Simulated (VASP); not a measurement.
Input of a VASP 6.6.1 run:

The input INCAR:

```
SYSTEM = CdSe
PREC = Accurate
ENCUT = 520
EDIFF = 1E-8
ISMEAR = -1
SIGMA = 0.03
LREAL = .FALSE.
LASPH = .TRUE.
NELM = 80
ALGO = Normal
ISIF = 2
LWAVE = .FALSE.
LCHARG = .FALSE.
LEFG = .TRUE.
NBANDS = 16
```

File KPOINTS:

```
regular mesh
0
G
  8 8 8
  0 0 0
```

File POSCAR:

```
CdSe
1.0
    0.0000000000      3.0906047130      3.0906047130
    3.0906047130      0.0000000000      3.0906047130
    3.0906047130      3.0906047130      0.0000000000
Cd Se
1 1
Direct
    0.0000000000      0.0000000000      0.0000000000
    0.2500000000      0.2500000000      0.2500000000
```

Potentials or basis: VASP PAW LDA potentials, release 64 (Cd, Se).

Command:

```bash
$ cat potpaw_LDA.64/Cd/POTCAR potpaw_LDA.64/Se/POTCAR > POTCAR
$ mpirun -np 1 vasp_std > vasp.out
```

**Question.** Predict the band gap on the k mesh.

**Answer.** 0.26 eV, direct.

**Question.** What does it give for the pressure?

**Answer.** -3.7 GPa.

Caveat: without QUAD_EFG the Cq values of the log hold for a quadrupole moment of 1 mb, not for the nuclei.
